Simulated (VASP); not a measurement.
Input of a VASP 6.6.1 run:

File INCAR:

```
SYSTEM = Ge3P2
PREC = Accurate
ENCUT = 520
EDIFF = 1E-6
ISMEAR = 0
SIGMA = 0.1
LREAL = .FALSE.
LASPH = .TRUE.
NELM = 100
ALGO = Normal
ISIF = 2
LWAVE = .FALSE.
LCHARG = .FALSE.
GGA = PE
NBANDS = 34
```

KPOINTS

```
regular mesh
0
G
  12 12 8
  0 0 0
```

POSCAR

```
Ge3P2
1.0
    4.5159126366      0.0000000000      0.0000000000
   -2.2579563183      3.9108950646      0.0000000000
    0.0000000000      0.0000000000      5.4930929846
Ge P
3 2
Direct
    0.0000000000      0.0000000000      0.0000000000
    0.3333333333      0.6666666667      0.7045794934
    0.6666666667      0.3333333333      0.2954205066
    0.3333333333      0.6666666667      0.2333890221
    0.6666666667      0.3333333333      0.7666109779
```

Potentials or basis: VASP PAW PBE potentials, release 64 (Ge_d, P).

Run with:

```sh
$ cat potpaw_PBE.64/Ge_d/POTCAR potpaw_PBE.64/P/POTCAR > POTCAR
$ mpirun -np 1 vasp_std > vasp.out
```

(1) Estimate the largest force.

(2) What does it give for the band gap on the k mesh?

(3) What does it give for the pressure?

Answers

(1) 0.012 eV/Å.

(2) zero (bands 26 and 27 overlap by 2.73 eV).

(3) 0.0 GPa.
